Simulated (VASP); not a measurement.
HfSnO4:

```xyz
6
Lattice="3.5643 0.0000 0.0000 0.0000 3.5643 0.0000 0.0000 0.0000 5.3382" Properties=species:S:1:pos:R:3 pbc="T T T"
Hf    1.7821    1.7821    2.6691
Sn    0.0000    0.0000    0.0000
O     1.7821    0.0000    3.6404
O     0.0000    1.7821    4.3540
O     0.0000    1.7821    1.6978
O     1.7821    0.0000    0.9842
```

Base run:

```yaml
Program: VASP 6.6.1
Functional: PBE
Potentials_or_basis: VASP PAW PBE potentials, release 64 (Hf_pv, Sn_d, O)
Cutoff: 520 eV
k_mesh: 8 × 8 × 6
Occupations: fermi-dirac, width 0.02 eV
Spin: no spin polarisation
```

Its results: band gap on the k mesh 2.01 eV (least direct gap 2.16 eV); pressure 5.8 GPa; largest force 0.387 eV/Å.

The run is repeated on the same cell with these changes: functional from PBE to r2SCAN; occupations from fermi-dirac, width 0.02 eV to gaussian, width 0.01 eV. What comes out?

Band gap on the k mesh 2.58 eV (least direct gap 2.76 eV); pressure -1.1 GPa; largest force 0.170 eV/Å.

Caveats: spin-orbit coupling is left out, which moves the levels of the heavy elements; the cell stands under pressure (at least some runs); the PAW data sets were made with another functional, which shifts forces and pressure a little (at least some runs).

A k mesh can miss the band edges.
